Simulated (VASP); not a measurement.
Wanted: the native input for a VASP 6.6.1 run.

* Task: single point
* Functional: PBE
* Potentials or basis: VASP PAW PBE potentials, release 64 (Na_pv, N)
* Cutoff: 520 eV
* k mesh: 6 × 6 × 4
* Occupations: gaussian, width 0.1 eV
* Spin: no spin polarisation
* Dipole correction: no
* Further INCAR settings: ALGO = Normal; EDIFF = 1e-06; NBANDS = 16

The structure of Na2N lies in POSCAR:

```
Na2N
1.0
    4.3365674599      0.0000000029      0.0000000000
   -2.1682837325      3.7555775840      0.0000000000
    0.0000000000      0.0000000000      3.3410324966
Na N
2 1
Direct
    0.3333333333      0.6666666667      0.0000000000
    0.6666666667      0.3333333333      0.0000000000
    0.0000000000      0.0000000000      0.0000000000
```

The input as run:

INCAR

```
SYSTEM = Na2N
PREC     = Accurate       ! precision mode
ENCUT    = 520            ! plane-wave cutoff, eV
EDIFF    = 1E-6           ! SCF threshold, eV
ISMEAR   = 0              ! smearing method
SIGMA    = 0.1            ! smearing width, eV
LREAL    = .False.        ! projectors in reciprocal space
LASPH    = .True.         ! aspherical terms in the spheres
NELM     = 100            ! most SCF steps
ALGO     = Normal         ! electronic algorithm
ISIF     = 2              ! what is computed and relaxed
LWAVE    = .False.        ! write WAVECAR
LCHARG   = .False.        ! write CHGCAR
GGA      = PE             ! functional
NBANDS   = 16             ! bands
```

KPOINTS

```
regular mesh
0
Gamma
  6 6 4
  0 0 0
```

Potentials or basis: VASP PAW PBE potentials, release 64 (Na_pv, N).

The run is started by

```bash
$ cat potpaw_PBE.64/Na_pv/POTCAR potpaw_PBE.64/N/POTCAR > POTCAR
$ mpirun -np 1 vasp_std > vasp.out
```

Results of the run:

```
Pressure : 0.0 GPa
```

Caveat: the k points lie up to 0.47 Å⁻¹ apart.

Wall time 6.7 s on 1 thread of AMD EPYC 9R45 (Zen 5), on a shared host, peak memory 0.13 GiB.
